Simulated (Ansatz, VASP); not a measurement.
C in VASP and in Ansatz

```
CELL_PARAMETERS angstrom
1.22957 -2.12920 0.00000
1.22957 2.12920 0.00000
0.00000 0.00000 7.33712
ATOMIC_POSITIONS crystal
C 0.08332 0.91668 0.75000
C 0.58332 0.41668 0.25000
C 0.91668 0.08332 0.25000
C 0.41668 0.58332 0.75000
```

Alike in both runs: functional PBEsol; k mesh 21 × 21 × 6; occupations gaussian, width 0.1 eV; no spin polarisation.

Ansatz relaxed the structure, and its values are those at the end. VASP's run is a single point on that final structure, the one shown.

|  | VASP | Ansatz |
| --- | --- | --- |
| version | VASP 6.6.1 | Ansatz 0.2.0 |
| potentials or method | VASP PAW PBE potentials, release 64 (C), cutoff 520 eV | scalar-relativistic, plane waves, PAW |
| valence electrons in the cell | 16 | 16 |

```tsv
	VASP	Ansatz	Ansatz less VASP
gap on the k mesh at the Fermi level (eV)	none	none	-
pressure (GPa)	0.6	0.0	-0.62
```

VASP's potentials were made for PBE, not for PBEsol. A gap of «none» marks a metal or a gap that the smearing closes. The functional is the same, so the differences come from potentials, cutoffs and numerics. Ansatz's warnings: structure snapped to symmetry.
